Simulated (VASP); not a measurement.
# Au (P6_3/mmc) in VASP: single point with PBEsol

Aim: the single point of Au with PBEsol.

All numbers are computed with VASP 6.6.1; they aren't measurements. Logs are shortened: lines on timing, memory, paths and dates and some standing lists are left out, and cuts for length are marked.

**1. The cell of the first run**

It takes space group P6_3/mmc (No. 194, hexagonal). The conventional cell has a = 2.866 Å, b = 2.866 Å, c = 4.788 Å, α = 90.00°, β = 90.00°, γ = 120.00°. Within 3.8 Å of Au (site symmetry -6m2) lie 12 Au at 2.87 to 2.91 Å.

This isn't the form of Au at room conditions, which is fcc.

**2. Single point, PBEsol**

INCAR

```
PREC     = Accurate       # precision mode
ENCUT    = 500            # plane-wave cutoff, eV
EDIFF    = 1E-6           # SCF threshold, eV
ISMEAR   = 0              # smearing method
SIGMA    = 0.1            # smearing width, eV
LREAL    = False          # projectors in reciprocal space
LASPH    = True           # aspherical terms in the spheres
NELM     = 120            # most SCF steps
ALGO     = Normal         # electronic algorithm
ISIF     = 2              # what is computed and relaxed
LWAVE    = False          # write WAVECAR
LCHARG   = False          # write CHGCAR
GGA      = PS             # functional
NBANDS   = 18             # bands
GGA_COMPAT= False
```

KPOINTS

```
regular mesh
0
Gamma
  27 27 14
```

POSCAR

```
Au
1.0
    2.8658729615      0.0000000000      0.0000000000
   -1.4329364808      2.4819187887      0.0000000000
    0.0000000000      0.0000000000      4.7883963290
Au
2
Direct
    0.3333333333      0.6666666667      0.2500000000
    0.6666666667      0.3333333333      0.7500000000
```

Potentials or basis: VASP PAW PBE potentials, release 64 (Au).

Run with:

```
> cat potpaw_PBE.64/Au/POTCAR > POTCAR
> mpirun -np 1 vasp_std > vasp.out
```

OUTCAR:

```text
PREC = Accurate
   ENCUT = 500
   EDIFF = 1E-6
   ISMEAR = 0
   LREAL = False
   LASPH = True
   NELM = 120
   ISIF = 2
   GGA = PS

 ion  position               nearest neighbor table
   1  0.333  0.667  0.250-   2 2.91   2 2.91   2 2.91   2 2.91   2 2.91   2 2.91
   2  0.667  0.333  0.750-   1 2.91   1 2.91   1 2.91   1 2.91   1 2.91   1 2.91

  LATTYP: Found a hexagonal cell.
 ALAT       =     2.8658729615
 C/A-ratio  =     1.6708334226

  Lattice vectors:

 A1 = (   2.8658729615,   0.0000000000,   0.0000000000)
 A2 = (  -1.4329364808,   2.4819187887,   0.0000000000)
 A3 = (   0.0000000000,   0.0000000000,   4.7883963290)

Analysis of symmetry for initial positions (statically):
=====================================================================
 Subroutine PRICEL returns:
 Original cell was already a primitive cell.

 Routine SETGRP: Setting up the symmetry group for a
 hexagonal supercell.

 Subroutine GETGRP returns: Found 24 space group operations
 (whereof 12 operations were pure point group operations)
 out of a pool of 24 trial point group operations.

The static configuration has the point symmetry D_3d.
 The point group associated with its full space group is D_6h.

Analysis of symmetry for dynamics (positions and initial velocities):
=====================================================================
 Subroutine PRICEL returns:
 Original cell was already a primitive cell.

 Routine SETGRP: Setting up the symmetry group for a
 hexagonal supercell.

 Subroutine GETGRP returns: Found 24 space group operations
 (whereof 12 operations were pure point group operations)
 out of a pool of 24 trial point group operations.

The dynamic configuration has the point symmetry D_3d.
 The point group associated with its full space group is D_6h.

 Subroutine INISYM returns: Found 24 space group operations
 (whereof 12 operations are pure point group operations),
 and found     1 'primitive' translations

----------------------------------------------------------------------------------------

                                     Primitive cell

  volume of cell :      34.0592

  direct lattice vectors                    reciprocal lattice vectors
     2.865872962  0.000000000  0.000000000     0.348933820  0.201457035  0.000000000
    -1.432936481  2.481918789  0.000000000     0.000000000  0.402914070  0.000000000
     0.000000000  0.000000000  4.788396329     0.000000000  0.000000000  0.208838185

  length of vectors
     2.865872962  2.865872962  4.788396329     0.402914070  0.402914070  0.208838185

  position of ions in fractional coordinates (direct lattice)
     0.333333333  0.666666667  0.250000000
     0.666666667  0.333333333  0.750000000

  ion indices of the primitive-cell ions
   primitive index   ion index
                 1           1
                 2           2

----------------------------------------------------------------------------------------

 KPOINTS: regular mesh

Automatic generation of k-mesh.
 Grid dimensions read from file:
 generate k-points for:   27   27   14

 Generating k-lattice:

  Cartesian coordinates                     Fractional coordinates (reciprocal lattice)
     0.012923475  0.007461372  0.000000000     0.037037037  0.000000000  0.000000000
     0.000000000  0.014922743  0.000000000     0.000000000  0.037037037  0.000000000
     0.000000000  0.000000000  0.014917013     0.000000000  0.000000000  0.071428571

  Length of vectors
     0.014922743  0.014922743  0.014917013

  Shift w.r.t. Gamma in fractional coordinates (k-lattice)
     0.000000000  0.000000000  0.000000000

 Subroutine IBZKPT returns following result:
 ===========================================

 Found    600 irreducible k-points:

 Following reciprocal coordinates:
            Coordinates               Weight
  0.000000  0.000000  0.000000      1.000000
  0.037037  0.000000  0.000000      6.000000
  0.074074  0.000000  0.000000      6.000000
  0.111111  0.000000  0.000000      6.000000
  0.148148  0.000000  0.000000      6.000000
  0.185185  0.000000  0.000000      6.000000
[... 16 lines left out ...]
  0.333333  0.037037  0.000000     12.000000
  0.370370  0.037037  0.000000     12.000000
 [... further k-points ...]
   k-points           NKPTS =    600   k-points in BZ     NKDIM =    600   number of bands    NBANDS=     18
   number of dos      NEDOS =    301   number of ions     NIONS =      2
   total plane-waves  NPLWV =  20736
   dimension x,y,z NGX =    24 NGY =   24 NGZ =   36
   dimension x,y,z NGXF=    48 NGYF=   48 NGZF=   72
   ions per type =               2
   NGX,Y,Z   is equivalent  to a cutoff of  13.92, 13.92, 12.50 a.u.
   NGXF,Y,Z  is equivalent  to a cutoff of  27.84, 27.84, 25.00 a.u.
 SYSTEM =  unknown system
   PREC   = accura    normal or accurate (medium, high low for compatibility)
   ISTART =      0    job   : 0-new  1-cont  2-samecut
   ICHARG =      2    charge: 1-file 2-atom 10-const
   ISPIN  =      1    spin polarized calculation?
   LNONCOLLINEAR =      F non collinear calculations
   LSORBIT =      F    spin-orbit coupling
   LASPH  =      T    aspherical Exc in radial PAW
   ENCUT  =  500.0 eV  36.75 Ry    6.06 a.u.   5.23  5.23  8.73*2*pi/ulx,y,z
   NELM   =    120;   NELMIN=  2; NELMDL= -5     # of ELM steps
   EDIFF  = 0.1E-05   stopping-criterion for ELM
   LREAL  =      F    real-space projection
   EDIFFG = 0.1E-04   stopping-criterion for IOM
   NSW    =      0    number of steps for IOM
   IBRION =     -1    ionic relax: 0-MD 1-quasi-New 2-CG
   NFREE  =      0    steps in history (QN), initial steepest desc. (CG)
   ISIF   =      2    stress and relaxation
   ISYM   =      2    0-nonsym 1-usesym 2-fastsym
   POTIM  = 0.5000    time-step for ionic-motion
   TEBEG  =    0.0;   TEEND  =   0.0 temperature during run
   PSTRESS=    0.0 pullay stress
   NELECT =      22.0000    total number of electrons
   NUPDOWN=      -1.0000    fix difference up-down
   EMIN   =  10.00;   EMAX   =-10.00  energy-range for DOS
   EFERMI =   0.00;   METHOD = LEGACY
   ISMEAR =     0;   SIGMA  =   0.10  broadening in eV -4-tet -1-fermi 0-gaus
   EFERMI_NEDOS =   21; number of points for ismear=-14 and -15
   IALGO  =     38    algorithm
   IMIX   =      4    mixing-type and parameters
     AMIX     =   0.40;   BMIX     =  1.00
     AMIX_MAG =   1.60;   BMIX_MAG =  1.00
  volume/ion in A,a.u.               =      17.03       114.92
  Fermi-wavevector in a.u.,A,eV,Ry     =   1.415156  2.674256 27.247917  2.002665
  Thomas-Fermi vector in A             =   2.536623
   LORBIT       =      0    0 simple, 1 ext, 2 COOP (PROOUT), +10 PAW based schemes
   GGA     = PS    functional components
   LHFCALC =     F    Hartree Fock is set to
   AEXX    =    0.0000 exact exchange contribution
   IVDW    =     0    specifies the selected vdW correction
   LEPSILON=     F    determine dielectric tensor
   LRPA    =     F    only Hartree local field effects (RPA)
 non-spin polarized calculation
 Gauss-broadening in eV      SIGMA  =   0.10
  energy-cutoff  :      500.00
  volume of cell :       34.06
 maximum number of plane-waves:       881
 NGX is ok and might be reduce to    24
   NGX = 11   NGY = 11   NGZ = 17

 number of electron      22.0000004 magnetization

 Free energy of the ion-electron system (eV)
  ---------------------------------------------------
  ext. energy  EPLUGINS =         0.00000000
  ---------------------------------------------------
  free energy    TOTEN  =        -7.83899351 eV

  energy without entropy =       -7.83733772  energy(sigma->0) =       -7.83816562

 E-fermi :   9.2550     XC(G=0): -12.8889

 val. band max:        9.2533892545   @ k =   0.3333   0.0370   0.3571
 cond. band min:       9.2683603084   @ k =   0.4815   0.0370   0.3571
 fundamental gap:      0.0149710539
 Fermi energy:         9.2549547931

 k-point     1 :       0.0000    0.0000    0.0000
  band No.  band energies     occupation
      1      -0.6399      2.00000
      2       1.8731      2.00000
      3       4.4538      2.00000
      4       4.7088      2.00000
      5       4.7088      2.00000
      6       5.0303      2.00000
[... 10 lines left out ...]
     17      27.6988      0.00000
     18      27.6988      0.00000

 k-point     2 :       0.0370    0.0000    0.0000
  band No.  band energies     occupation
      1      -0.5962      2.00000
      2       1.9097      2.00000
      3       4.4346      2.00000
      4       4.7244      2.00000
      5       4.7382      2.00000
      6       5.0137      2.00000
[... 10 lines left out ...]
     17      27.4230      0.00000
     18      27.4298      0.00000

 k-point     3 :       0.0741    0.0000    0.0000
  band No.  band energies     occupation
      1      -0.4662      2.00000
      2       2.0168      2.00000
      3       4.3773      2.00000
      4       4.7714      2.00000
      5       4.8256      2.00000
      6       4.9697      2.00000
[... 10 lines left out ...]
     17      26.7909      0.00000
     18      27.0931      0.00000

 k-point     4 :       0.1111    0.0000    0.0000
  band No.  band energies     occupation
      1      -0.2537      2.00000
      2       2.1848      2.00000
      3       4.2898      2.00000
      4       4.8130      2.00000
      5       4.9461      2.00000
      6       4.9687      2.00000
[... 375 lines left out ...]
      4       4.4171      2.00000
      5       4.7201      2.00000
      6       4.9098      2.00000
[... 10 lines left out ...]
     17      23.3828      0.00000
     18      25.5155      0.00000

 k-point    23 :       0.3333    0.0370    0.0000
  band No.  band energies     occupation
      1       2.0901      2.00000
      2       2.6899      2.00000
      3       3.3442      2.00000
      4       4.5923      2.00000
      5       4.8317      2.00000
      6       4.9357      2.00000
[... 10 lines left out ...]
     17      22.7277      0.00000
     18      25.0314      0.00000

 k-point    24 :       0.3704    0.0370    0.0000
  band No.  band energies     occupation
      1       2.2729      2.00000
      2       2.5981      2.00000
      3       3.1703      2.00000
      4       4.7707      2.00000
      5       4.8009      2.00000
      6       5.0244      2.00000
[... 10 lines left out ...]
     17      22.1067      0.00000
     18      24.6240      0.00000

 [... further k-points ...]

------------------------ aborting loop because EDIFF is reached ----------------------------------------

  FORCE on cell =-STRESS in cart. coord.  units (eV):
  Direction    XX          YY          ZZ          XY          YZ          ZX
  --------------------------------------------------------------------------------------
  -------------------------------------------------------------------------------------
  Total       -0.1214338     -0.1214338      0.0221828      0.0000000      0.0000000      0.0000000
  in kB       -5.7123613     -5.7123613      1.0435009      0.0000000      0.0000000      0.0000000
  external PRESSURE =      -3.4604072 kB  Pullay stress =       0.0000000 kB

 VOLUME and BASIS-vectors are now :
 -----------------------------------------------------------------------------
  energy-cutoff  :      500.00
  volume of cell :       34.06
      direct lattice vectors                 reciprocal lattice vectors
     2.865872962  0.000000000  0.000000000     0.348933820  0.201457035  0.000000000
    -1.432936481  2.481918789  0.000000000     0.000000000  0.402914070  0.000000000
     0.000000000  0.000000000  4.788396329     0.000000000  0.000000000  0.208838185

 POSITION                                       TOTAL-FORCE (eV/Angst)
 -----------------------------------------------------------------------------------
     -0.00000      1.65461      1.19710         0.000000      0.000000      0.000000
      1.43294      0.82731      3.59130        -0.000000      0.000000      0.000000
 -----------------------------------------------------------------------------------
    total drift:                               -0.000000      0.000000     -0.000000

  FREE ENERGIE OF THE ION-ELECTRON SYSTEM (eV)
  ---------------------------------------------------
  free  energy   TOTEN  =        -7.8389935128 eV

  energy  without entropy=       -7.8373377216  energy(sigma->0) =       -7.83816562
```

It took 3.8 min on 1 thread of Intel Xeon 8259CL, shared host; peak memory 0.39 GiB.

Results:

```yaml
Free_energy: -7.8390 eV
Pressure: -0.3 GPa
Band_gap_on_the_k_mesh: zero (bands 11 and 12 overlap by 6.91 eV)
```

Levels at points of the mesh, in eV from the Fermi level:
| k point | band 9 | band 10 | band 11 | band 12 | band 13 | band 14 |
| --- | --- | --- | --- | --- | --- | --- |
| (0.00, 0.00, 0.00) | -3.55 | -2.15 | -2.15 | -1.15 | 2.76 | 14.55 |
| (0.00, 0.00, 0.50) | -2.61 | -2.61 | -2.61 | -2.61 | 10.74 | 10.74 |

Caveat: the PAW data sets were made with another functional, which shifts forces and pressure a little; spin-orbit coupling is left out, which moves the levels of the heavy elements.
